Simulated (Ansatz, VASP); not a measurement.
This is a calculation of Ni for Ansatz 0.2.0.

input.yaml

```yaml
crystal:
  lattice:
    - [0.0, 1.7490803739, 1.7490803739]
    - [1.7490803739, 0.0, 1.7490803739]
    - [1.7490803739, 1.7490803739, 0.0]
  atoms:
    - { symbol: Ni, position: [0.0, 0.0, 0.0], spin: 1.0 }
kpoints:
  mp_grid: { grid: [13, 13, 13] }
scf:
  occupations: { method: fermi_dirac, width: 0.05 }
hamiltonian:
  xc: pbe
  pseudopotentials: { kind: all_electron, lapw: { basis_error: 0.0005 } }
magnetization:
  spin_polarized: true
output:
  forces: true
  stress: true
  eigenvalues: true
```

Potentials or basis: all-electron LAPW, scalar-relativistic.

The run is started by

```sh
$ ansatz run input.yaml --threads 2 --pin off --max-ram 5120MiB --backend cpu --events-out ev --progress --plain --runs-dir out
```

Question: Translate it to VASP 6.6.1. Potentials there: VASP PAW PBE potentials, release 64 (Ni).

Answer: As run (the cutoff follows the program's own potentials):

The input INCAR:

```
PREC     = Accurate       # precision mode
ENCUT    = 520            # plane-wave cutoff, eV
EDIFF    = 1E-7           # SCF threshold, eV
ISMEAR   = -1             # smearing method
SIGMA    = 0.05           # smearing width, eV
LREAL    = F              # projectors in reciprocal space
LASPH    = T              # aspherical terms in the spheres
NELM     = 150            # most SCF steps
ALGO     = Normal         # electronic algorithm
ISIF     = 2              # what is computed and relaxed
LWAVE    = F              # write WAVECAR
LCHARG   = T              # write CHGCAR
ISPIN    = 2              # spin polarisation
MAGMOM   = 1              # initial moments
LORBIT   = 11             # projections on sites
LMAXMIX  = 4              # l up to which the mixer works
GGA      = PE             # functional
LELF     = T              # ELF
LVHAR    = T            
NBANDS   = 15             # bands
```

KPOINTS

```
regular mesh
0
Gamma
  13 13 13
```

Contents of POSCAR:

```
Ni
1.0
    0.0000000000      1.7490803739      1.7490803739
    1.7490803739      0.0000000000      1.7490803739
    1.7490803739      1.7490803739      0.0000000000
Ni
1
Direct
    0.0000000000      0.0000000000      0.0000000000
```

Potentials or basis: VASP PAW PBE potentials, release 64 (Ni).

Run with:

```bash
$ cat potpaw_PBE.64/Ni/POTCAR > POTCAR
$ mpirun -np 1 vasp_std > vasp.out
```

Both were run:

|  | VASP | Ansatz | Ansatz less VASP |
| --- | --- | --- | --- |
| gap on the k mesh at the Fermi level (eV) | none | none | - |
| pressure (GPa) | 3.5 | 3.5 | +0.07 |
| net moment per atom (μB) | 0.62 | 0.63 | +0.007 |
| size of the moment on the site where the two differ most (μB) | 0.63 | 0.66 | +0.021 |

Site moments also hang on the region over which each program counts them. A gap of «none» marks a metal or a gap that the smearing closes. Ansatz ran all-electron here, and VASP with PAW potentials.
